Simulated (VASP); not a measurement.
HgTe2:

```
Hg Te
1.0
     4.79400    0.00000    0.00000
     0.00000    4.79400    0.00000
     0.00000    0.00000    7.31469
Hg Te
2 4
Direct
  0.00000 0.50000 0.70000
  0.50000 0.00000 0.30000
  0.00000 0.00000 0.00000
  0.50000 0.50000 0.00000
  0.00000 0.50000 0.27000
  0.50000 0.00000 0.73000
```

```yaml
Program: VASP 6.6.1
Task: relaxation of cell and atoms
Functional: PBE
Potentials_or_basis: VASP PAW PBE potentials, release 64 (Hg, Te)
Cutoff: 600 eV
k_mesh: 4 × 4 × 4
Occupations: gaussian, width 0.1 eV
Spin: no spin polarisation
```

At the start: pressure 5.8 GPa; volume 28.02 Å³/atom.

Task: How do energy, volume and symmetry change on relaxing?

Result: Over 51 steps the energy falls by 391.0 meV/atom and the volume is 39.25 Å³/atom (+40.1 %); space group P4/nmm (No. 129, to 0.05 Å).

Step by step:
```csv
step,energy change (eV),largest force (eV/Å),pressure (GPa),volume (Å³)
1,0.0000,1.0841,5.77,168.11
3,-0.4455,0.2566,-0.57,191.06
5,-0.7484,0.5508,0.67,186.86
7,-0.9089,1.0839,0.28,195.52
9,-0.9281,1.3674,0.32,198.26
11,-1.0607,1.2346,-0.36,203.70
13,-1.1235,1.1345,-0.95,209.62
15,-1.3343,0.4002,-0.77,205.37
17,-1.3604,0.1374,-0.38,202.99
19,-1.3655,0.1207,-0.14,201.79
21,-1.3676,0.1223,0.19,200.28
23,-1.3751,0.1559,0.12,201.46
25,-1.3749,0.4907,-0.09,206.70
27,-1.3831,0.3376,0.01,204.19
29,-1.3940,0.3686,-0.09,205.54
31,-1.4297,0.3633,-0.50,211.01
33,-1.6223,0.5920,-1.25,233.51
35,-1.6365,0.4904,-1.51,237.72
37,-1.6549,0.4266,-1.61,239.47
39,-1.6841,0.4800,-2.04,247.40
41,-1.8123,0.5239,-1.80,244.85
43,-2.1567,0.7155,-0.17,233.35
45,-2.1829,0.7681,0.74,228.99
47,-2.3209,0.2472,0.00,235.82
49,-2.3280,0.1429,-0.11,237.91
51,-2.3458,0.0358,-0.14,235.52
```

Final structure:
```xyz
6
Lattice="6.1473 0.0000 0.0000 0.0000 6.1473 0.0000 0.0000 0.0000 6.2325" Properties=species:S:1:pos:R:3 pbc="T T T"
Hg    0.0000    3.0737    3.3646
Hg    3.0737    0.0000    2.8679
Te    6.1473    0.0000    0.0000
Te    3.0737    3.0737    0.0000
Te    0.0000    3.0737    0.2628
Te    3.0737    0.0000    5.9696
```

Caveat: the volume moved by over 15 % at a fixed basis, so the end points are rough.
